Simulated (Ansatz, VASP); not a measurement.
## Sb: VASP beside Ansatz

Contents of INCAR:

```
PREC = Accurate
ENCUT = 520
EDIFF = 1E-8
ISMEAR = -1
SIGMA = 0.05
LREAL = F
LASPH = T
NELM = 100
ALGO = Normal
ISIF = 2
LWAVE = F
LCHARG = F
GGA = PS
LEFG = T
NBANDS = 12
```

Contents of KPOINTS:

```
regular mesh
0
Gamma
  9 9 9
```

File POSCAR:

```
Sb
1.0
    2.0758155868      1.1532306756      3.6931162498
   -2.2253850772      1.2177486856      3.7576342598
   -0.0189105096     -2.5394593611      3.7812494904
Sb
2
Direct
    0.2336400000      0.2336400000      0.2336400000
    0.7663600000      0.7663600000      0.7663600000
```

Input for Ansatz:

```yaml
crystal:
  lattice:
    - [2.0758155868, 1.1532306756, 3.6931162498]
    - [-2.2253850772, 1.2177486856, 3.7576342598]
    - [-0.0189105096, -2.5394593611, 3.7812494904]
  atoms:
    - { symbol: Sb, position: [0.23364, 0.23364, 0.23364] }
    - { symbol: Sb, position: [0.76636, 0.76636, 0.76636] }
kpoints:
  mp_grid: { grid: [9, 9, 9] }
scf:
  occupations: { method: fermi_dirac, width: 0.05 }
hamiltonian:
  xc: pbesol
  pseudopotentials: { kind: paw }
output:
  forces: true
  stress: true
  eigenvalues: true
  efg: { contact_densities: true }
```

Change from the starting cell: equal xy, yz and zx shear strains of -3 %, PAW files.

Alike in both runs: task electric field gradients; functional PBEsol; k mesh 9 × 9 × 9; occupations fermi-dirac, width 0.05 eV; no spin polarisation.

|  | VASP | Ansatz |
| --- | --- | --- |
| version | VASP 6.6.1 | Ansatz 0.2.0 |
| potentials or method | VASP PAW PBE potentials, release 64 (Sb) | PAW with Ansatz's default frozen-core files, scalar-relativistic |
| plane-wave cutoff (eV) | 520 | 420 |
| valence electrons in the cell | 10 | 30 |

VASP gave:

| Item | Value |
| --- | --- |
| pressure (GPa) | 0.7 |
| traceless stress, the component that is largest in VASP (GPa) | 1.85 |
| rms of the force components (eV/Å) | 0.155 |
| size of Vzz on the site where it differs most (V/Å²) | 51.4 |

Question: Which values does Ansatz return?

Answer: Pressure (GPa): 0.5; traceless stress, the component that is largest in VASP (GPa): 1.84; rms of the force components (eV/Å): 0.130; size of Vzz on the site where it differs most (V/Å²): 54.3.

VASP's potentials were made for PBE, not for PBEsol. Atom by atom the forces differ by 0.033 eV/Å (rms over components). The functional is the same, so the differences come from potentials, cutoffs and numerics. VASP's potentials hold 10 valence electrons a cell and Ansatz's 30, so a difference there can come from the potentials and not from the codes.

Neither program's run includes spin-orbit coupling.
